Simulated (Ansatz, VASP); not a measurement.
KNa in VASP and in Ansatz

```
K Na
1.0
     0.00000    3.07671    3.07671
     3.07671    0.00000    3.07671
     3.07671    3.07671    0.00000
K Na
1 1
Direct
  0.00000 0.00000 0.00000
  0.50000 0.50000 0.50000
```

Alike in both runs: task relaxation of cell and atoms; functional PBE; k mesh 6 × 6 × 6; occupations gaussian, width 0.1 eV; no spin polarisation.

|  | VASP | Ansatz |
| --- | --- | --- |
| version | VASP 6.6.1 | Ansatz 0.2.0 |
| potentials or method | VASP PAW PBE potentials, release 64 (K_sv, Na_pv), cutoff 600 eV | scalar-relativistic, plane waves, PAW |
| valence electrons in the cell | 16 | 18 |

Ansatz gave:

| Item | Value |
| --- | --- |
| gap on the k mesh at the Fermi level, each at its own relaxed structure (eV) | none |
| relaxed volume (Å³/atom) | 59.13 |
| relaxed cell length with the largest relative difference (Å) | 5.509 |

Task: Estimate VASP's values.

Result: gap on the k mesh at the Fermi level, each at its own relaxed structure (eV): none; relaxed volume (Å³/atom): 59.59; relaxed cell length with the largest relative difference (Å): 5.524.

A gap of «none» marks a metal or a gap that the smearing closes. VASP's potentials hold 16 valence electrons a cell and Ansatz's 18, so a difference there can come from the potentials and not from the codes.

Noted on VASP's run: the volume moved by over 15 % at a fixed basis, so the end points are rough.
